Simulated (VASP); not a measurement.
## InSb (zincblende type): electric field gradients with PBE

Crystal: InSb (zincblende type).

```
In Sb
1.0
     0.00000    3.27006    3.41831
     3.27006    0.00000    3.41831
     3.27006    3.27006    0.00000
In Sb
1 1
Direct
  0.00000 0.00000 0.00000
  0.25000 0.25000 0.25000
```

This cell differs from its parent crystal: z stretched by +3 % at fixed volume.

```json
{
  "Program": "VASP 6.6.1",
  "Task": "electric field gradients",
  "Functional": "PBE",
  "Potentials or basis": "VASP PAW PBE potentials, release 64 (In_d, Sb)",
  "Cutoff": "520 eV",
  "k mesh": "9 × 9 × 9",
  "Occupations": "fermi-dirac, width 0.05 eV",
  "Spin": "no spin polarisation",
  "Dipole correction": "no",
  "Further INCAR settings": "ALGO = Normal; EDIFF = 1e-08; NBANDS = 16"
}
```

| Item | Value |
| --- | --- |
| Pressure | -0.1 GPa |
| Band gap on the k mesh | zero (filled and empty bands touch) |
| Largest electric field gradient by atom | In -11.7; Sb +11.5 V/Å² |

Stress tensor (GPa, compression positive):
```
 0.35  0.00  0.00
 0.00  0.35  0.00
 0.00  0.00 -0.92
```

Levels at points of the mesh, in eV from the Fermi level:
```
           k point  band 5  band 6  band 7  band 8  band 9  band 10  band 11  band 12  band 13  band 14
(0.00, 0.00, 0.00)  -14.51  -10.38   -0.72   -0.26   -0.04    -0.04     2.83     2.83     2.93     5.56
```

Electric field gradients, principal values (V/Å²):
| atom | least | middle | greatest (by size) |
| --- | --- | --- | --- |
| 1 In | 5.834 | 5.841 | -11.675 |
| 2 Sb | -5.769 | -5.770 | 11.539 |

Run time: 120 s on 1 thread of Intel Xeon 8259CL (shared host), peak memory 0.27 GiB.

Caveat: semilocal functionals underestimate gaps, so a narrow gap can read as zero; without QUAD_EFG the Cq values of the log hold for a quadrupole moment of 1 mb, not for the nuclei; spin-orbit coupling is left out, which moves the levels of the heavy elements.
